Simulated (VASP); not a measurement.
Here is a VASP 6.6.1 calculation.

File POSCAR:

```
AlN
1.0
    0.0000000000      2.1848764855      2.1848764855
    2.1848764855      0.0000000000      2.1848764855
    2.1848764855      2.1848764855      0.0000000000
Al N
1 1
Direct
    0.0000000000      0.0000000000      0.0000000000
    0.7500000000      0.7500000000      0.7500000000
```

The input INCAR.step1:

```
SYSTEM = AlN
PREC = Accurate
ENCUT = 500
EDIFF = 1E-8
ISMEAR = 0
SIGMA = 0.01
LREAL = .False.
LASPH = .True.
NELM = 80
ALGO = Normal
LWAVE = .True.
LCHARG = .False.
GGA = PE
```

INCAR.step2

```
SYSTEM = AlN
PREC = Accurate
ENCUT = 500
EDIFF = 1E-8
ISMEAR = 0
SIGMA = 0.01
LREAL = .False.
LASPH = .True.
NELM = 1
ALGO = Exact
LWAVE = .True.
LCHARG = .False.
GGA = PE
NBANDS = 64
LOPTICS = .True.
ISTART = 1
```

INCAR.step3

```
SYSTEM = AlN
PREC = Accurate
ENCUT = 500
EDIFF = 1E-8
ISMEAR = 0
SIGMA = 0.01
LREAL = .False.
LASPH = .True.
ALGO = EVGW0
LWAVE = .False.
LCHARG = .False.
GGA = PE
NELMGW = 1
NBANDS = 64
ENCUTGW = 80.0
NOMEGA = 48
PRECFOCK = Fast
ISTART = 1
NBANDSGW = 12
```

KPOINTS

```
Automatic mesh
0
Gamma
  4 4 4
  0 0 0
```

Potentials or basis: VASP PAW PBE potentials, release 64 (Al_GW, N_GW).

Command:

```bash
$ cat potpaw_PBE.64/Al_GW/POTCAR potpaw_PBE.64/N_GW/POTCAR > POTCAR
$ cp INCAR.step1 INCAR
$ mpirun -np 1 vasp_std > vasp.out
$ cp INCAR.step2 INCAR
$ mpirun -np 1 vasp_std > vasp.out
$ cp INCAR.step3 INCAR
$ mpirun -np 1 vasp_std > vasp.out
```

Question: Estimate the quasiparticle gap.

Answer: 4.31 eV.

Question: What does it give for the least direct quasiparticle gap?

Answer: 5.50 eV.

Question: Predict the band gap on the k mesh, mean-field level.

Answer: 3.29 eV, indirect (least direct gap 4.17 eV).

Caveat: the k points lie up to 0.62 Å⁻¹ apart; bands, screening cutoff and mesh are small and nothing is extrapolated, so the quasiparticle values aren't converged. A k mesh can miss the band edges.
